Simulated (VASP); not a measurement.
A run of VASP 6.6.1 is set up as follows.

The input INCAR:

```
SYSTEM = Te2Mo
PREC = Accurate
ENCUT = 520
EDIFF = 1E-6
ISMEAR = 0
SIGMA = 0.01
LREAL = .False.
LASPH = .True.
NELM = 150
ALGO = Normal
ISIF = 2
LWAVE = .False.
LCHARG = .True.
MAGMOM = 0 0 0 0 0 0 0 0 0 0 0 0 0 0 0 0 0 0
LORBIT = 11
LSORBIT = .True.
GGA_COMPAT = .False.
LORBMOM = .True.
LMAXMIX = 4
LDIPOL = .True.
IDIPOL = 3
DIPOL = 0.5 0.5 0.500
GGA = CA
LVHAR = .True.
LVACPOTAV = .True.
NBANDS = 68
```

File KPOINTS:

```
Automatic mesh
0
Gamma
  12 12 1
  0 0 0
```

Contents of POSCAR:

```
Te2Mo
1.0
    3.5200000000      0.0000000000      0.0000000000
   -1.7600000000      3.0484094213      0.0000000000
    0.0000000000      0.0000000000     28.6050000000
Te Mo
4 2
Direct
    0.6666666667      0.3333333333      0.3146303094
    0.6666666667      0.3333333333      0.4411816116
    0.3333333333      0.6666666667      0.5588183884
    0.3333333333      0.6666666667      0.6853696906
    0.3333333333      0.6666666667      0.3779059605
    0.6666666667      0.3333333333      0.6220940395
```

Potentials or basis: VASP PAW LDA potentials, release 64 (Te, Mo_sv).

Launch:

```console
$ cat potpaw_LDA.64/Te/POTCAR potpaw_LDA.64/Mo_sv/POTCAR > POTCAR
$ mpirun -np 1 vasp_ncl > vasp.out
```

Question: Estimate the net moment.

Answer: 0.00 μB per cell.

Question: Estimate the largest force.

Answer: 0.428 eV/Å.

Moments on the atoms (μB; x, y, z):
```
Te  0.00 0.00 0.00
Te  0.00 0.00 0.00
Te  0.00 0.00 0.00
Te  0.00 0.00 0.00
Mo  0.00 0.00 0.00
Mo  0.00 0.00 0.00
```
